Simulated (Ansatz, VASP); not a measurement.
One calculation of N, two programs

Contents of INCAR:

```
PREC     = Accurate       # precision mode
ENCUT    = 520            # plane-wave cutoff, eV
EDIFF    = 1E-6           # SCF threshold, eV
ISMEAR   = 0              # smearing method
SIGMA    = 0.05           # smearing width, eV
LREAL    = Auto         
LASPH    = T              # aspherical terms in the spheres
NELM     = 100            # most SCF steps
ALGO     = Normal         # electronic algorithm
ISIF     = 2              # what is computed and relaxed
LWAVE    = F              # write WAVECAR
LCHARG   = T              # write CHGCAR
GGA      = PS             # functional
LELF     = T              # ELF
LVHAR    = T            
NBANDS   = 50             # bands
```

The input KPOINTS:

```
regular mesh
0
Gamma
  4 4 4
```

Contents of POSCAR:

```
N
1.0
    2.1835476392     -3.7820154518      7.4219067236
    2.1835476392     -3.7820154518     -7.4219067236
    4.3670952784      7.5640309036      0.0000000000
N
15
Direct
    0.9953868872      0.6712797794      0.1666666667
    0.4953868872      0.1712797794      0.6666666667
    0.9953868872      0.6712797794      0.6666666667
    0.4212797794      0.2453868872      0.1666666667
    0.9212797794      0.7453868872      0.1666666667
    0.4212797794      0.2453868872      0.6666666667
    0.9212797794      0.7453868872      0.6666666667
    0.0787202205      0.2546131128      0.3333333333
    0.5787202205      0.7546131127      0.3333333333
    0.0787202206      0.2546131128      0.8333333333
    0.5787202205      0.7546131127      0.8333333333
   -0.2500000000      0.2500000000      0.2500000000
    0.5046131127      0.8287202205      0.3333333333
    0.0046131127      0.3287202206      0.8333333333
    0.5046131128      0.8287202205      0.8333333333
```

Input for Ansatz:

```yaml
crystal:
  lattice:
    - [2.1835476392, -3.7820154518, 7.4219067236]
    - [2.1835476392, -3.7820154518, -7.4219067236]
    - [4.3670952784, 7.5640309036, 0.0]
  atoms:
    - { symbol: "N", position: [0.9953868872, 0.6712797794, 0.1666666667] }
    - { symbol: "N", position: [0.4953868872, 0.1712797794, 0.6666666667] }
    - { symbol: "N", position: [0.9953868872, 0.6712797794, 0.6666666667] }
    - { symbol: "N", position: [0.4212797794, 0.2453868872, 0.1666666667] }
    - { symbol: "N", position: [0.9212797794, 0.7453868872, 0.1666666667] }
    - { symbol: "N", position: [0.4212797794, 0.2453868872, 0.6666666667] }
    - { symbol: "N", position: [0.9212797794, 0.7453868872, 0.6666666667] }
    - { symbol: "N", position: [0.0787202205, 0.2546131128, 0.3333333333] }
    - { symbol: "N", position: [0.5787202205, 0.7546131127, 0.3333333333] }
    - { symbol: "N", position: [0.0787202206, 0.2546131128, 0.8333333333] }
    - { symbol: "N", position: [0.5787202205, 0.7546131127, 0.8333333333] }
    - { symbol: "N", position: [-0.25, 0.25, 0.25] }
    - { symbol: "N", position: [0.5046131127, 0.8287202205, 0.3333333333] }
    - { symbol: "N", position: [0.0046131127, 0.3287202206, 0.8333333333] }
    - { symbol: "N", position: [0.5046131128, 0.8287202205, 0.8333333333] }
basis:
  ecutwfc: 420
kpoints:
  mp_grid: { grid: [4, 4, 4] }
hamiltonian:
  xc: pbesol
scf:
  occupations: { method: gaussian, width: 0.05 }
output:
  forces: true
  stress: true
  eigenvalues: true
  write_density: true
  write_potential: true
  elf: true
  volumetric_format: npy
```

Alike in both runs: task single point; functional PBEsol; k mesh 4 × 4 × 4; occupations gaussian, width 0.05 eV; no spin polarisation.

|  | VASP | Ansatz |
| --- | --- | --- |
| version | VASP 6.6.1 | Ansatz 0.2.0 |
| potentials or method | VASP PAW PBE potentials, release 64 (N), cutoff 520 eV | scalar-relativistic, plane waves, PAW |
| valence electrons in the cell | 75 | 75 |

```csv
,VASP,Ansatz,Ansatz less VASP
gap on the k mesh at the Fermi level (eV),none,none,-
pressure (GPa),-0.2,-1.4,-1.20
"traceless stress, the component that is largest in VASP (GPa)",-1.37,-1.37,-0.002
rms of the force components (eV/Å),1.047,0.401,-0.6464
```

VASP's potentials were made for PBE, not for PBEsol. Atom by atom the forces differ by 0.965 eV/Å (rms over components). A gap of «none» marks a metal or a gap that the smearing closes. Ansatz's warnings: xc potential rough in thin density.

Noted on VASP's run: the standard files for N, O and F lose accuracy on very short bonds.
